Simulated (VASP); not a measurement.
Ni, 1 atom in the cell. Symmetry: Im-3m, No. 229, cubic system. The conventional cell has a = 2.767 Å, b = 2.767 Å, c = 2.767 Å, α = 90.00°, β = 90.00°, γ = 90.00°. Ni (site symmetry m-3m) has 14 Ni at 2.40 to 2.77 Å within 3.2 Å. This isn't the form of Ni at room conditions, which is fcc.

```yaml
Program: VASP 6.6.1
Task: single point
Functional: PBEsol
Potentials_or_basis: VASP PAW PBE potentials, release 64 (Ni)
Cutoff: 600 eV
k_mesh: 9 × 9 × 9
Occupations: fermi-dirac, width 0.1 eV
Spin: collinear spin, ferromagnetic start
Starting_moments: "[2.0] μB"
Dipole_correction: no
Further_INCAR_settings: ALGO = Normal; EDIFF = 1e-06; NBANDS = 15
```

Potentials or basis: VASP PAW PBE potentials, release 64 (Ni).

Launch:

```bash
$ cat potpaw_PBE.64/Ni/POTCAR > POTCAR
$ mpirun -np 1 vasp_std > vasp.out
```

Hardware: 1 thread of Intel Xeon 8259CL, on a shared host.

**Question.** Estimate the wall time of this run.

**Answer.** Wall time 25 s on 1 thread of Intel Xeon 8259CL (shared host), peak memory 0.13 GiB. Counts: scf iterations 13, k points 35.
